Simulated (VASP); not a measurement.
A run of VASP 6.6.1 is set up as follows.

File POSCAR:

```
SiC
1.0
    3.0753564236      0.0607382894      0.0000000000
   -1.4850773102      2.6329676438      0.0000000000
    0.0000000000      0.0000000000      5.0481087552
Si C
2 2
Direct
    0.3327138883      0.6665824148      0.4996034043
    0.6672861117      0.3334175852      0.9996034043
    0.3280768777      0.6671258015      0.8753965957
    0.6719231223      0.3328741985      0.3753965957
```

File INCAR.step1:

```
PREC = Accurate ; ENCUT = 520
EDIFF = 1E-5 ; ISMEAR = 0
SIGMA = 0.01 ; LREAL = False
LASPH = True ; NELM = 80
ALGO = Normal ; ISIF = 2
LWAVE = True ; LCHARG = False
NBANDS = 16 ; GGA = PE
KPAR = 4
```

Contents of INCAR.step2:

```
PREC = Accurate ; ENCUT = 520
EDIFF = 1E-6 ; ISMEAR = 0
SIGMA = 0.01 ; LREAL = False
LASPH = True ; NELM = 80
ALGO = Normal ; ISIF = 2
LWAVE = False ; LCHARG = False
GGA = PE ; LHFCALC = True
HFSCREEN = 0.2079 ; PRECFOCK = Normal
NBANDS = 16 ; ISTART = 1
KPAR = 4
```

File KPOINTS:

```
regular mesh
0
Gamma
  6 6 4
```

Potentials or basis: VASP PAW PBE potentials, release 64 (Si, C).

Launch:

```bash
$ cat potpaw_PBE.64/Si/POTCAR potpaw_PBE.64/C/POTCAR > POTCAR
$ cp INCAR.step1 INCAR
$ mpirun -np 4 vasp_std > vasp.out
$ cp INCAR.step2 INCAR
$ mpirun -np 4 vasp_std > vasp.out
```

(1) Predict the band gap on the k mesh.

(2) Estimate the largest force.

(3) Predict the pressure.

Answers

(1) 2.99 eV (least direct gap 4.91 eV).

(2) 0.015 eV/Å.

(3) -1.5 GPa.

Caveat: the cell differs from its parent crystal (shear xy strain +4.0%); the PAW data sets were made with another functional, which shifts forces and pressure a little.
